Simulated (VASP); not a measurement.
**LiF: single point with PBE**

Crystal: LiF.

```
Li F
1.0
     0.00000    2.07467    2.07467
     2.07467    0.00000    2.07467
     2.07467    2.07467    0.00000
Li F
1 1
Direct
  0.00000 0.00000 0.00000
  0.50000 0.50000 0.50000
```

This cell differs from its parent crystal: strain +4.0%.

- Program: VASP 6.6.1
- Task: single point
- Functional: PBE
- Potentials or basis: VASP PAW PBE potentials, release 64 (Li_sv, F)
- Cutoff: 520 eV
- k mesh: 6 × 6 × 6
- Occupations: gaussian, width 0.01 eV
- Spin: no spin polarisation

* Band gap on the k mesh: 8.34 eV

Levels at points of the mesh, in eV from the valence-band top:
| k point | band 3 | band 4 | band 5 | band 6 | band 7 | band 8 |
| --- | --- | --- | --- | --- | --- | --- |
| (0.00, 0.00, 0.00) | 0.00 | 0.00 | 0.00 | 8.34 | 22.81 | 22.81 |
| (0.50, 0.00, 0.00) | -2.26 | -0.20 | -0.20 | 10.31 | 15.71 | 18.19 |
| (0.50, 0.50, 0.00) | -2.65 | -0.87 | -0.87 | 14.00 | 16.04 | 16.40 |

Run time: 2.3 s on 1 thread of Intel(R) Xeon(R) 6975P-C (Granite Rapids), on a shared host, peak memory 0.13 GiB.

Caveat: the k points lie up to 0.44 Å⁻¹ apart; the cell differs from its parent crystal (strain +4.0%).
